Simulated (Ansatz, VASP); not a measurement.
Sn: VASP beside Ansatz

File INCAR:

```
PREC = Accurate
ENCUT = 520
EDIFF = 1E-6
ISMEAR = -1
SIGMA = 0.1
LREAL = F
LASPH = T
NELM = 100
ALGO = Normal
ISIF = 2
LWAVE = F
LCHARG = F
GGA = RE
NBANDS = 13
```

KPOINTS

```
Automatic mesh
0
Gamma
  13 13 13
```

Contents of POSCAR:

```
Sn
1.0
   -1.8911305927      1.8911305927      1.8911305927
    1.8911305927     -1.8911305927      1.8911305927
    1.8911305927      1.8911305927     -1.8911305927
Sn
1
Direct
    0.0000000000      0.0000000000      0.0000000000
```

Input for Ansatz:

```yaml
crystal:
  lattice:
    - [-1.8911305927, 1.8911305927, 1.8911305927]
    - [1.8911305927, -1.8911305927, 1.8911305927]
    - [1.8911305927, 1.8911305927, -1.8911305927]
  atoms:
    - { symbol: Sn, position: [0.0, 0.0, 0.0] }
hamiltonian:
  xc: revpbe
  pseudopotentials:
    kind: paw
    azcp:
      Sn: "pseudopotentials/Sn.paw.azcp"
basis:
  ecutwfc: 420
  fft_grid_basis: typed
kpoints:
  mp_grid: { grid: [13, 13, 13], shift: [0, 0, 0] }
magnetization:
  spin_polarized: false
scf:
  occupations: { method: fermi_dirac, width: 0.1 }
  lower_state_search: "off"
output:
  stress: true
```

Alike in both runs: task single point; functional revPBE; k mesh 13 × 13 × 13; occupations fermi-dirac, width 0.1 eV; no spin polarisation.

|  | VASP | Ansatz |
| --- | --- | --- |
| version | VASP 6.6.1 | Ansatz 0.2.0 |
| potentials or method | VASP PAW PBE potentials, release 64 (Sn_d), cutoff 520 eV | plane waves (420 eV) with PAW, scalar-relativistic |
| valence electrons in the cell | 14 | 14 |

```tsv
	VASP	Ansatz	Ansatz less VASP
pressure (GPa)	2.2	2.2	0.00
```

VASP's potentials were made for PBE, not for revPBE.
